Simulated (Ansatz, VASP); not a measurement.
## Ir in VASP and in Ansatz

```
Ir
1.0
     0.00000    1.93532    1.93532
     1.93532    0.00000    1.93532
     1.93532    1.93532    0.00000
Ir
1
Direct
  0.00000 0.00000 0.00000
```

Alike in both runs: functional PBE; k mesh 58 × 58 × 58; occupations gaussian, width 0.1 eV; no spin polarisation.

Ansatz relaxed the structure, and its values are those at the end. VASP's run is a single point on that final structure, the one shown.

|  | VASP | Ansatz |
| --- | --- | --- |
| version | VASP 6.6.1 | Ansatz 0.2.0 |
| potentials or method | VASP PAW PBE potentials, release 64 (Ir) | scalar-relativistic, plane waves, PAW |
| plane-wave cutoff (eV) | 520 | 420 |
| valence electrons in the cell | 9 | 17 |

|  | VASP | Ansatz | Ansatz less VASP |
| --- | --- | --- | --- |
| gap on the k mesh at the Fermi level (eV) | none | none | - |
| pressure (GPa) | 0.4 | 0.0 | -0.44 |

A gap of «none» marks a metal or a gap that the smearing closes. With one functional, cell and mesh, what is left measures potentials, basis and numerics. VASP's potentials hold 9 valence electrons a cell and Ansatz's 17, so a difference there can come from the potentials and not from the codes.

Spin-orbit coupling is off throughout.
